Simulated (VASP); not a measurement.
Crystal: BaS.

```
CELL_PARAMETERS angstrom
3.87018 0.03642 0.03642
0.03642 3.87018 0.03642
0.03642 0.03642 3.87018
ATOMIC_POSITIONS crystal
Ba 0.00000 0.00000 0.00000
S 0.50000 0.50000 0.50000
```

This cell differs from its parent crystal: strain along [111] +2.9%.

Program: VASP 6.6.1. Alike in all runs: task single point; potentials or basis VASP PAW PBE potentials, release 64 (Ba_sv, S); no spin polarisation; cell as given; cutoff (eV) 520. Hardware: 1 thread of Oxide Virtual Turin-like Processor (shared host).

Problem. Order these runs on this cell by their wall time, lowest first.
A. level HSE06; k mesh 4 × 4 × 4; smearing gaussian 0.01 eV; grid for exact exchange (PRECFOCK) Normal; screening parameter 0.2079 1/Å
B. level PBE; k mesh 6 × 6 × 6; smearing fermi-dirac 0.02 eV
C. level r2SCAN; k mesh 6 × 6 × 6; smearing gaussian 0.01 eV

Solution. B (25 s), C (130 s), A (900 s).
